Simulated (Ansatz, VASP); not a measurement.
Ga in VASP and in Ansatz

Contents of INCAR:

```
PREC = Accurate
ENCUT = 520
EDIFF = 1E-6
ISMEAR = -1
SIGMA = 0.1
LREAL = False
LASPH = True
NELM = 80
ALGO = Normal
ISIF = 2
LWAVE = False
LCHARG = True
GGA = CA
LELF = True
LVHAR = True
NBANDS = 34
```

The input KPOINTS:

```
regular mesh
0
Gamma
  14 14 4
```

Contents of POSCAR:

```
Ga
1.0
    2.9775717844      0.0000000000      0.0000000000
   -1.4887858922      2.5786528068      0.0000000000
    0.0000000000      0.0000000000      9.3003670764
Ga
4
Direct
    0.0000000000      1.0000000000      1.0000000000
    0.0000000000      1.0000000000      0.5000000000
    0.3333333333      0.6666666667      0.2500000000
    0.6666666667      0.3333333333      0.7500000000
```

Input for Ansatz:

```yaml
crystal:
  lattice:
    - [2.9775717844, 0.0, 0.0]
    - [-1.4887858922, 2.5786528068, 0.0]
    - [0.0, 0.0, 9.3003670764]
  atoms:
    - { symbol: Ga, position: [0.0, 1.0, 1.0] }
    - { symbol: Ga, position: [0.0, 1.0, 0.5] }
    - { symbol: Ga, position: [0.3333333333, 0.6666666667, 0.25] }
    - { symbol: Ga, position: [0.6666666667, 0.3333333333, 0.75] }
hamiltonian:
  xc: lda
  pseudopotentials:
    kind: paw
    azcp:
      Ga: "pseudopotentials/Ga.paw.azcp"
basis:
  ecutwfc: 420
  fft_grid_basis: typed
kpoints:
  mp_grid: { grid: [14, 14, 4], shift: [0, 0, 0] }
magnetization:
  spin_polarized: false
scf:
  occupations: { method: fermi_dirac, width: 0.1 }
  lower_state_search: "off"
output:
  stress: true
```

Alike in both runs: task single point; functional LDA; k mesh 14 × 14 × 4; occupations fermi-dirac, width 0.1 eV; no spin polarisation.

```csv
,VASP,Ansatz
version,VASP 6.6.1,Ansatz 0.2.0
potentials or method,"VASP PAW LDA potentials, release 64 (Ga_d), cutoff 520 eV","plane waves (420 eV) with PAW, scalar-relativistic"
valence electrons in the cell,52,52
```

|  | VASP | Ansatz | Ansatz less VASP |
| --- | --- | --- | --- |
| pressure (GPa) | -2.0 | -2.1 | -0.13 |
| traceless stress, the component that is largest in VASP (GPa) | -0.12 | -0.14 | -0.025 |

Ansatz warns that its potentials were made for another functional, while VASP's fit it. LDA's correlation is that of Perdew and Zunger in VASP and of Perdew and Wang (1992) in Ansatz.
